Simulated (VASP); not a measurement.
Runs of VASP 6.6.1 on MgO. The structure is that of space group Pm-3m (No. 221), or close to it. The cells are those of the table. 

| level | potentials or basis | cell | k mesh | cutoff (eV) | second run | gap on the mesh (eV) | pressure (GPa) |
| --- | --- | --- | --- | --- | --- | --- | --- |
| r2SCAN | VASP PAW PBE potentials, release 64 (Mg, O) | a = 2.261 Å, 2 atoms | 10 × 10 × 10 | 520 | - | 7.66 | 174.2 |
| PBE | VASP PAW PBE potentials, release 64 (Mg, O) | a = 2.660 Å, 2 atoms | 8 × 8 × 8 | 600 | - | 2.24 | -1.0 |
| PBE | VASP PAW PBE potentials, release 64 (Mg, O) | a = 2.644 Å, 2 atoms | 8 × 8 × 8 | 600 | - | 2.41 | 1.7 |
| r2SCAN | VASP PAW PBE potentials, release 64 (Mg_sv, O) | a = 2.588 Å, 2 atoms | 10 × 10 × 10 | 660 | valence_matched | 3.93 | 6.7 |
| r2SCAN | VASP PAW PBE potentials, release 64 (Mg, O) | a = 2.624 Å, 2 atoms | 8 × 8 × 8 | 520 | - | (b) | -1.3 |
| r2SCAN | VASP PAW PBE potentials, release 64 (Mg, O) | a = 2.436 Å, 2 atoms | 10 × 10 × 10 | 520 | - | 6.01 | 53.9 |
| r2SCAN | VASP PAW PBE potentials, release 64 (Mg, O) | a = 2.588 Å, 2 atoms | 10 × 10 × 10 | 520 | - | 3.85 | 5.6 |
| r2SCAN | VASP PAW PBE potentials, release 64 (Mg_sv, O) | a = 2.624 Å, 2 atoms | 8 × 8 × 8 | 660 | valence_matched | 3.52 | -0.2 |
| r2SCAN | VASP PAW PBE potentials, release 64 (Mg, O) | a = 2.307 Å, 2 atoms | 10 × 10 × 10 | 520 | - | 7.42 | 132.4 |
| r2SCAN | VASP PAW PBE potentials, release 64 (Mg, O) | a = 2.552 Å, 2 atoms | 10 × 10 × 10 | 520 | - | 4.31 | (a) |
| r2SCAN | VASP PAW PBE potentials, release 64 (Mg_sv, O) | a = 2.658 Å, 2 atoms | 8 × 8 × 8 | 660 | valence_matched | 3.16 | -6.4 |
| r2SCAN | VASP PAW PBE potentials, release 64 (Mg_sv, O) | a = 2.552 Å, 2 atoms | 10 × 10 × 10 | 660 | valence_matched | 4.39 | 15.0 |

Alike in all rows: task single point; no spin polarisation; smearing gaussian 0.05 eV.

Task: Fill in the values left out.

Result: (a) 14.2; (b) 3.45.

Caveats: the PAW data sets were made with another functional, which shifts forces and pressure a little (some runs).

A k mesh can miss the band edges.

The runs don't all hold the same shells in valence.
